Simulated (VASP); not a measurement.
**MgSnO4: single point with PBE**

MgSnO4:

```
CELL_PARAMETERS angstrom
3.98389 0.00000 0.00000
0.00000 3.98389 0.00000
0.00000 0.00000 4.25267
ATOMIC_POSITIONS crystal
Mg 0.50000 0.50000 0.50000
Sn 0.00000 0.00000 0.50000
O 0.00000 0.50000 0.24783
O 0.50000 0.00000 0.75217
O 0.00000 0.50000 0.75217
O 0.50000 0.00000 0.24783
```

The cell was generated, and may not be a known phase.

```
Program             : VASP 6.6.1
Task                : single point
Functional          : PBE
Potentials or basis : VASP PAW PBE potentials, release 64 (Mg, Sn_d, O)
Cutoff              : 520 eV
k mesh              : 10 × 10 × 10
Occupations         : gaussian, width 0.1 eV
Spin                : no spin polarisation
```

- Pressure: -0.1 GPa
- Largest force: 0.022 eV/Å
- Band gap on the k mesh: zero (bands 20 and 21 overlap by 3.50 eV)

Forces on the atoms (eV/Å):
```
Mg   0.000  0.000  0.000
Sn   0.000  0.000  0.000
O    0.000  0.000 -0.022
O    0.000  0.000  0.022
O    0.000  0.000  0.022
O    0.000  0.000 -0.022
```

Stress tensor (GPa, compression positive):
```
 0.06  0.00  0.00
 0.00  0.06  0.00
 0.00  0.00 -0.26
```

Levels at points of the mesh, in eV from the Fermi level:
| k point | band 17 | band 18 | band 19 | band 20 | band 21 | band 22 | band 23 | band 24 |
| --- | --- | --- | --- | --- | --- | --- | --- | --- |
| (0.00, 0.00, 0.00) | -2.58 | -1.52 | -0.92 | -0.92 | 1.33 | 1.60 | 5.05 | 5.59 |
| (0.50, 0.00, 0.00) | -1.92 | -1.81 | -1.73 | 1.46 | 1.52 | 2.30 | 6.34 | 7.60 |
| (0.50, 0.50, 0.00) | -2.00 | -1.20 | -0.46 | 1.52 | 1.52 | 3.37 | 5.71 | 5.71 |
| (0.00, 0.00, 0.50) | -2.17 | -1.85 | -1.75 | -1.57 | -1.57 | 0.00 | 3.29 | 6.56 |
| (0.50, 0.00, 0.50) | -2.58 | -2.49 | -2.18 | -2.10 | -1.98 | 2.84 | 5.81 | 6.84 |
| (0.50, 0.50, 0.50) | -2.00 | -1.78 | -1.66 | -1.51 | -1.06 | 4.12 | 6.34 | 6.34 |

Run time: 3.9 min on 1 thread of Oxide Virtual Turin-like Processor, with other jobs on the host, peak memory 0.3 GiB.

Caveat: spin-orbit coupling is left out, which moves the levels of the heavy elements.
